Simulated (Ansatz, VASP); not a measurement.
## Lu5N in VASP and in Ansatz

```
CELL_PARAMETERS angstrom
6.04497 0.00000 0.00000
-3.02248 5.23509 0.00000
0.00000 0.00000 5.79890
ATOMIC_POSITIONS crystal
Lu 0.00000 0.50000 0.50000
Lu 0.33333 0.66667 0.00000
Lu 0.66667 0.33333 0.00000
Lu 0.50000 0.00000 0.50000
Lu 0.50000 0.50000 0.50000
N 0.00000 0.00000 0.00000
```

Change from the starting cell: species swapped into the HoNi5 type (P6/mmm, No. 191).

Alike in both runs: functional PBE; k mesh 6 × 6 × 8; occupations gaussian, width 0.1 eV; no spin polarisation.

Ansatz relaxed the structure, and its values are those at the end. VASP's run is a single point on that final structure, the one shown.

|  | VASP | Ansatz |
| --- | --- | --- |
| version | VASP 6.6.1 | Ansatz 0.2.0 |
| potentials or method | VASP PAW PBE potentials, release 64 (Lu, N), cutoff 520 eV | scalar-relativistic, plane waves, PAW |
| valence electrons in the cell | 130 | 130 |

Ansatz gave:

```
gap on the k mesh at the Fermi level (eV) : none
pressure (GPa)                            : 0.0
```

Question: Which values does VASP return?

Answer: gap on the k mesh at the Fermi level (eV): none; pressure (GPa): 0.1.

A gap of «none» marks a metal or a gap that the smearing closes.

Spin-orbit coupling is off throughout.
